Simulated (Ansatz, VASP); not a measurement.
**CuSi16: VASP beside Ansatz**

```
CELL_PARAMETERS angstrom
0.00000 5.43000 5.43000
5.43000 0.00000 5.43000
5.43000 5.43000 0.00000
ATOMIC_POSITIONS crystal
Si 0.00032 0.99980 0.99977
Si 0.12533 0.12486 0.12442
Si 0.00034 0.00017 0.49908
Si 0.12468 0.12376 0.62547
Si 0.00022 0.49954 0.99999
Si 0.12430 0.62551 0.12428
Si 0.99490 0.50148 0.50176
Si 0.12422 0.62588 0.62566
Si 0.50005 0.99982 0.99976
Si 0.62602 0.12352 0.12438
Si 0.50240 0.99316 0.50199
Si 0.62603 0.12379 0.62546
Si 0.50174 0.50107 0.99542
Si 0.62587 0.62552 0.12428
Si 0.50185 0.50151 0.50178
Si 0.62522 0.62370 0.62589
Cu 0.37553 0.37286 0.37621
```

Alike in both runs: functional PBE; k mesh 2 × 2 × 2; occupations gaussian, width 0.02 eV; collinear spin.

Ansatz relaxed the structure, and its values are those at the end. VASP's run is a single point on that final structure, the one shown.

```csv
,VASP,Ansatz
version,VASP 6.6.1,Ansatz 0.2.0
potentials or method,"VASP PAW PBE potentials, release 64 (Si, Cu), cutoff 520 eV","scalar-relativistic, plane waves, PAW"
valence electrons in the cell,75,83
```

```csv
,VASP,Ansatz,Ansatz less VASP
rms of the force components (eV/Å),0.004,0.003,-0.0018
net moment per atom (μB),0.02,0.01,-0.001
size of the moment on the site where the two differ most (μB),0.04,0.02,-0.012
```

Site moments also hang on the region over which each program counts them. VASP's potentials hold 75 valence electrons a cell and Ansatz's 83, so a difference there can come from the potentials and not from the codes.

The k mesh is coarse, so the values compare programs but aren't converged.
